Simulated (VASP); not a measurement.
# MgO: relaxation of cell and atoms with PBE

The system is MgO.

```
CELL_PARAMETERS angstrom
0.00000 2.13658 2.13658
2.13658 0.00000 2.13658
2.13658 2.13658 0.00000
ATOMIC_POSITIONS crystal
Mg 0.00000 0.00000 0.00000
O 0.50000 0.50000 0.50000
```

```yaml
Program: VASP 6.6.1
Task: relaxation of cell and atoms
Functional: PBE
Potentials_or_basis: VASP PAW PBE potentials, release 64 (Mg, O)
Cutoff: 600 eV
k_mesh: 4 × 4 × 4
Occupations: fermi-dirac, width 0.02 eV
Spin: no spin polarisation
Dipole_correction: no
Further_INCAR_settings: ALGO = Normal; EDIFF = 1e-07; IBRION = 2; EDIFFG = -0.01; NSW = 50; ISIF = 3
```

```json
{
 "Relaxed volume": "9.56 Å³/atom",
 "Relaxed cell": "a = 3.001 Å, b = 3.001 Å, c = 3.001 Å, α = 60.00°, β = 60.00°, γ = 60.00°",
 "Space group after relaxing (to 0.05 Å)": "Fm-3m (No. 225)",
 "Energy gained by relaxing": "1.8 meV/atom",
 "Ionic steps": "3",
 "Pressure after relaxing": "0.0 GPa",
 "Band gap on the k mesh": "4.50 eV, direct"
}
```

Step by step:
| step | energy change (eV) | largest force (eV/Å) | pressure (GPa) | volume (Å³) |
| --- | --- | --- | --- | --- |
| 1 | 0.0000 | 0.0000 | -2.96 | 19.51 |
| 2 | -0.0033 | 0.0000 | 0.94 | 19.00 |
| 3 | -0.0036 | 0.0000 | -0.01 | 19.12 |

Final structure:
```
CELL_PARAMETERS angstrom
0.00000 2.12237 2.12237
2.12237 0.00000 2.12237
2.12237 2.12237 0.00000
ATOMIC_POSITIONS crystal
Mg 0.00000 0.00000 0.00000
O 0.50000 0.50000 0.50000
```

Levels at points of the mesh, in eV from the valence-band top:
```
           k point  band 1  band 2  band 3  band 4  band 5  band 6  band 7  band 8
(0.00, 0.00, 0.00)  -17.15    0.00    0.00    0.00    4.50   15.66   15.66   15.66
(0.50, 0.00, 0.00)  -15.92   -4.52   -0.63   -0.63    7.74   12.34   16.06   16.06
(0.50, 0.50, 0.00)  -15.67   -3.99   -1.32   -1.32    9.08    9.71   12.85   18.61
```

Run time: 13 s on 1 thread of Intel Xeon 8259CL, with other jobs on the host, peak memory 0.14 GiB.

Caveat: the k points lie up to 0.64 Å⁻¹ apart in the final cell. A hybrid or GW would open this gap; PBE tends to underestimate it.
